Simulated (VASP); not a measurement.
# Ca (P4/mmm) in VASP: notebook

Runs on Ca. Level: PBEsol. Tasks: single point.

Program: VASP 6.6.1. These are calculated values, not measurements. Logs are shortened: lines on timing, memory, paths and dates and some standing lists are left out, and cuts for length are marked.

### Step 1. The cell of the first run

The structure is tetragonal, space group P4/mmm (No. 123). Conventional cell: a = 3.447 Å, b = 3.447 Å, c = 3.378 Å, α = 90.00°, β = 90.00°, γ = 90.00°. Within 4.4 Å of Ca (site symmetry 4/mmm) lie 6 Ca at 3.38 to 3.45 Å.

### Step 2. Single point, PBEsol (strain -0.0200 x Voigt [0, 1, 0, 0, 0, 0])

Input file INCAR:

```
ALGO = Fast
EDIFF = 1E-7
ENCUT = 520
GGA = PS
ISIF = 2
ISMEAR = 0
LASPH = True
LCHARG = False
LREAL = False
LWAVE = False
NBANDS = 11
NELM = 80
PREC = Accurate
SIGMA = 0.15
```

Input file KPOINTS:

```
k-points
0
Gamma
  18 18 18
```

Input file POSCAR:

```
Ca
1.0
    3.4472033558      0.0000000000      0.0000000000
    0.0000000000      3.3782592887      0.0000000000
    0.0000000000      0.0000000000      3.4472033558
Ca
1
Direct
    0.0000000000      0.0000000000      0.0000000000
```

Potentials or basis: VASP PAW PBE potentials, release 64 (Ca_sv).

Started as:

```sh
$ cat potpaw_PBE.64/Ca_sv/POTCAR > POTCAR
$ mpirun -np 1 vasp_std > vasp.out
```

OUTCAR:

```text
EDIFF = 1E-7
   ENCUT = 520
   GGA = PS
   ISIF = 2
   ISMEAR = 0
   LASPH = True
   LREAL = False
   NELM = 80
   PREC = Accurate

 ion  position               nearest neighbor table
   1  0.000  0.000  0.000-

  LATTYP: Found a simple tetragonal cell.
 ALAT       =     3.4472033558
 C/A-ratio  =     0.9800000000

  Lattice vectors:

 A1 = (  -3.4472033558,   0.0000000000,   0.0000000000)
 A2 = (   0.0000000000,   0.0000000000,   3.4472033558)
 A3 = (   0.0000000000,   3.3782592887,   0.0000000000)

Analysis of symmetry for initial positions (statically):
=====================================================================
 Subroutine PRICEL returns:
 Original cell was already a primitive cell.

 Routine SETGRP: Setting up the symmetry group for a
 simple tetragonal supercell.

 Subroutine GETGRP returns: Found 16 space group operations
 (whereof 16 operations were pure point group operations)
 out of a pool of 16 trial point group operations.

The static configuration has the point symmetry D_4h.

Analysis of symmetry for dynamics (positions and initial velocities):
=====================================================================
 Subroutine PRICEL returns:
 Original cell was already a primitive cell.

 Routine SETGRP: Setting up the symmetry group for a
 simple tetragonal supercell.

 Subroutine GETGRP returns: Found 16 space group operations
 (whereof 16 operations were pure point group operations)
 out of a pool of 16 trial point group operations.

The dynamic configuration has the point symmetry D_4h.

 Subroutine INISYM returns: Found 16 space group operations
 (whereof 16 operations are pure point group operations),
 and found     1 'primitive' translations

----------------------------------------------------------------------------------------

                                     Primitive cell

  volume of cell :      40.1446

  direct lattice vectors                    reciprocal lattice vectors
     3.447203356  0.000000000  0.000000000     0.290090226  0.000000000  0.000000000
     0.000000000  3.378259289  0.000000000     0.000000000  0.296010435  0.000000000
     0.000000000  0.000000000  3.447203356     0.000000000  0.000000000  0.290090226

  length of vectors
     3.447203356  3.378259289  3.447203356     0.290090226  0.296010435  0.290090226

  position of ions in fractional coordinates (direct lattice)
     0.000000000  0.000000000  0.000000000

  ion indices of the primitive-cell ions
   primitive index   ion index
                 1           1

----------------------------------------------------------------------------------------

 KPOINTS: k-points

Automatic generation of k-mesh.
 Grid dimensions read from file:
 generate k-points for:   18   18   18

 Generating k-lattice:

  Cartesian coordinates                     Fractional coordinates (reciprocal lattice)
     0.016116124  0.000000000  0.000000000     0.055555556  0.000000000  0.000000000
     0.000000000  0.016445024  0.000000000     0.000000000  0.055555556  0.000000000
     0.000000000  0.000000000  0.016116124     0.000000000  0.000000000  0.055555556

  Length of vectors
     0.016116124  0.016445024  0.016116124

  Shift w.r.t. Gamma in fractional coordinates (k-lattice)
     0.000000000  0.000000000  0.000000000

 Subroutine IBZKPT returns following result:
 ===========================================

 Found    550 irreducible k-points:

 Following reciprocal coordinates:
            Coordinates               Weight
  0.000000  0.000000  0.000000      1.000000
  0.055556  0.000000  0.000000      4.000000
  0.111111  0.000000  0.000000      4.000000
  0.166667  0.000000  0.000000      4.000000
  0.222222  0.000000  0.000000      4.000000
  0.277778  0.000000  0.000000      4.000000
[... 16 lines left out ...]
  0.111111  0.111111  0.000000      8.000000
  0.166667  0.111111  0.000000      8.000000
 [... further k-points ...]
   k-points           NKPTS =    550   k-points in BZ     NKDIM =    550   number of bands    NBANDS=     11
   number of dos      NEDOS =    301   number of ions     NIONS =      1
   total plane-waves  NPLWV =  21952
   dimension x,y,z NGX =    28 NGY =   28 NGZ =   28
   dimension x,y,z NGXF=    56 NGYF=   56 NGZF=   56
   ions per type =               1
   NGX,Y,Z   is equivalent  to a cutoff of  13.50, 13.78, 13.50 a.u.
   NGXF,Y,Z  is equivalent  to a cutoff of  27.01, 27.56, 27.01 a.u.
 SYSTEM =  unknown system
   PREC   = accura    normal or accurate (medium, high low for compatibility)
   ISTART =      0    job   : 0-new  1-cont  2-samecut
   ICHARG =      2    charge: 1-file 2-atom 10-const
   ISPIN  =      1    spin polarized calculation?
   LNONCOLLINEAR =      F non collinear calculations
   LSORBIT =      F    spin-orbit coupling
   LASPH  =      T    aspherical Exc in radial PAW
   ENCUT  =  520.0 eV  38.22 Ry    6.18 a.u.   6.41  6.28  6.41*2*pi/ulx,y,z
   NELM   =     80;   NELMIN=  2; NELMDL= -5     # of ELM steps
   EDIFF  = 0.1E-06   stopping-criterion for ELM
   LREAL  =      F    real-space projection
   EDIFFG = 0.1E-05   stopping-criterion for IOM
   NSW    =      0    number of steps for IOM
   IBRION =     -1    ionic relax: 0-MD 1-quasi-New 2-CG
   NFREE  =      0    steps in history (QN), initial steepest desc. (CG)
   ISIF   =      2    stress and relaxation
   ISYM   =      2    0-nonsym 1-usesym 2-fastsym
   POTIM  = 0.5000    time-step for ionic-motion
   TEBEG  =    0.0;   TEEND  =   0.0 temperature during run
   PSTRESS=    0.0 pullay stress
   NELECT =      10.0000    total number of electrons
   NUPDOWN=      -1.0000    fix difference up-down
   EMIN   =  10.00;   EMAX   =-10.00  energy-range for DOS
   EFERMI =   0.00;   METHOD = LEGACY
   ISMEAR =     0;   SIGMA  =   0.15  broadening in eV -4-tet -1-fermi 0-gaus
   EFERMI_NEDOS =   21; number of points for ismear=-14 and -15
   IALGO  =     68    algorithm
   IMIX   =      4    mixing-type and parameters
     AMIX     =   0.40;   BMIX     =  1.00
     AMIX_MAG =   1.60;   BMIX_MAG =  1.00
  volume/ion in A,a.u.               =      40.14       270.91
  Fermi-wavevector in a.u.,A,eV,Ry     =   1.030068  1.946546 14.436327  1.061040
  Thomas-Fermi vector in A             =   2.164147
   LORBIT       =      0    0 simple, 1 ext, 2 COOP (PROOUT), +10 PAW based schemes
   GGA     = PS    functional components
   LHFCALC =     F    Hartree Fock is set to
   AEXX    =    0.0000 exact exchange contribution
   IVDW    =     0    specifies the selected vdW correction
   LEPSILON=     F    determine dielectric tensor
   LRPA    =     F    only Hartree local field effects (RPA)
 non-spin polarized calculation
 RMM-DIIS sequential band-by-band and
 Gauss-broadening in eV      SIGMA  =   0.15
  energy-cutoff  :      520.00
  volume of cell :       40.14
 maximum number of plane-waves:      1098
 NGX is ok and might be reduce to    28
   NGX = 13   NGY = 13   NGZ = 13

 number of electron      10.0000001 magnetization

 Free energy of the ion-electron system (eV)
  ---------------------------------------------------
  ext. energy  EPLUGINS =         0.00000000
  ---------------------------------------------------
  free energy    TOTEN  =        -1.74197153 eV

  energy without entropy =       -1.73161931  energy(sigma->0) =       -1.73679542

 E-fermi :   1.9760     XC(G=0):  -7.9491

 val. band max:        1.9732182210   @ k =   0.5000   0.3333   0.2778
 cond. band min:       1.9766930876   @ k =   0.3333   0.5000   0.2778
 fundamental gap:      0.0034748665
 Fermi energy:         1.9760111933

 k-point     1 :       0.0000    0.0000    0.0000
  band No.  band energies     occupation
      1     -39.9089      2.00000
      2     -20.8573      2.00000
      3     -20.8573      2.00000
      4     -20.8395      2.00000
      5      -1.9700      2.00000
      6       2.7799      0.00000
      7       2.7851      0.00000
      8       6.2902      0.00000
      9       6.3592      0.00000
     10       6.3592      0.00000
     11      10.8993      0.00000

 k-point     2 :       0.0556    0.0000    0.0000
  band No.  band energies     occupation
      1     -39.9082      2.00000
      2     -20.8653      2.00000
      3     -20.8566      2.00000
      4     -20.8388      2.00000
      5      -1.9241      2.00000
      6       2.7937      0.00000
      7       2.8011      0.00000
      8       6.2344      0.00000
      9       6.3082      0.00000
     10       6.3626      0.00000
     11      10.5791      0.00000

 k-point     3 :       0.1111    0.0000    0.0000
  band No.  band energies     occupation
      1     -39.9062      2.00000
      2     -20.8882      2.00000
      3     -20.8547      2.00000
      4     -20.8370      2.00000
      5      -1.7878      2.00000
      6       2.8323      0.00000
      7       2.8428      0.00000
      8       6.0830      0.00000
      9       6.1684      0.00000
     10       6.3724      0.00000
     11       9.8838      0.00000

 k-point     4 :       0.1667    0.0000    0.0000
  band No.  band energies     occupation
      1     -39.9031      2.00000
      2     -20.9230      2.00000
      3     -20.8518      2.00000
      4     -20.8341      2.00000
      5      -1.5656      2.00000
      6       2.8768      0.00000
      7       2.9015      0.00000
      8       5.8725      0.00000
      9       5.9719      0.00000
     10       6.3875      0.00000
     11       9.1273      0.00000
[... 239 lines left out ...]
 k-point    22 :       0.0556    0.1111    0.0000
  band No.  band energies     occupation
      1     -39.9048      2.00000
      2     -20.8758      2.00000
      3     -20.8620      2.00000
      4     -20.8535      2.00000
      5      -1.7333      2.00000
      6       2.8624      0.00000
      7       2.8766      0.00000
      8       6.0663      0.00000
      9       6.1237      0.00000
     10       6.2618      0.00000
     11      10.3640      0.00000

 k-point    23 :       0.1111    0.1111    0.0000
  band No.  band energies     occupation
      1     -39.9027      2.00000
      2     -20.8850      2.00000
      3     -20.8735      2.00000
      4     -20.8515      2.00000
      5      -1.5987      2.00000
      6       2.9015      0.00000
      7       2.9256      0.00000
      8       5.9013      0.00000
      9       6.0624      0.00000
     10       6.1920      0.00000
     11      10.2050      0.00000

 k-point    24 :       0.1667    0.1111    0.0000
  band No.  band energies     occupation
      1     -39.8996      2.00000
      2     -20.9195      2.00000
      3     -20.8706      2.00000
      4     -20.8486      2.00000
      5      -1.3793      2.00000
      6       2.9498      0.00000
      7       2.9923      0.00000
      8       5.6777      0.00000
      9       5.8807      0.00000
     10       6.1914      0.00000
     11       9.4363      0.00000

 [... further k-points ...]
[... 5 lines left out ...]
  --------------------------------------------------------------------------------------
  -------------------------------------------------------------------------------------
  Total       -0.0131293      0.3066666     -0.0131293      0.0000000      0.0000000      0.0000000
  in kB       -0.5239921     12.2391208     -0.5239921      0.0000000      0.0000000      0.0000000
  external PRESSURE =       3.7303788 kB  Pullay stress =       0.0000000 kB

 VOLUME and BASIS-vectors are now :
 -----------------------------------------------------------------------------
  energy-cutoff  :      520.00
  volume of cell :       40.14
      direct lattice vectors                 reciprocal lattice vectors
     3.447203356  0.000000000  0.000000000     0.290090226  0.000000000  0.000000000
     0.000000000  3.378259289  0.000000000     0.000000000  0.296010435  0.000000000
     0.000000000  0.000000000  3.447203356     0.000000000  0.000000000  0.290090226

 POSITION                                       TOTAL-FORCE (eV/Angst)
 -----------------------------------------------------------------------------------
      0.00000      0.00000      0.00000         0.000000      0.000000      0.000000
 -----------------------------------------------------------------------------------
    total drift:                               -0.000000     -0.000000     -0.000000

  FREE ENERGIE OF THE ION-ELECTRON SYSTEM (eV)
  ---------------------------------------------------
  free  energy   TOTEN  =        -1.7419715297 eV

  energy  without entropy=       -1.7316193146  energy(sigma->0) =       -1.73679542
```

It took 2.3 min on 1 thread of Intel Xeon 6975P-C (Granite Rapids), shared host; peak memory 0.35 GiB.

What came out:

```
Free energy            : -1.7420 eV
Pressure               : 0.4 GPa
Band gap on the k mesh : zero (bands 5 and 6 overlap by 1.12 eV)
```

Stress tensor (GPa, compression positive):
```
-0.05  0.00  0.00
 0.00  1.22  0.00
 0.00  0.00 -0.05
```

Levels at points of the mesh, in eV from the Fermi level:
```
           k point  band 3  band 4  band 5  band 6  band 7  band 8
(0.00, 0.00, 0.00)  -22.83  -22.82   -3.95    0.80    0.81    4.31
(0.50, 0.00, 0.00)  -22.81  -22.79   -1.21   -0.48    1.32    2.99
(0.00, 0.50, 0.00)  -22.81  -22.81   -1.07   -0.37    1.40    2.92
(0.50, 0.50, 0.00)  -23.05  -22.78   -0.48    1.03    2.61    2.66
(0.50, 0.00, 0.50)  -23.06  -22.77   -0.45    0.88    2.49    2.49
(0.50, 0.50, 0.50)  -23.02  -23.02    0.61    0.61    0.75    5.14
```

Caveat: the cell differs from its parent crystal (strain -0.0200 x Voigt [0, 1, 0, 0, 0, 0]); the PAW data sets were made with another functional, which shifts forces and pressure a little.

(Continued in part 2 of 2.)
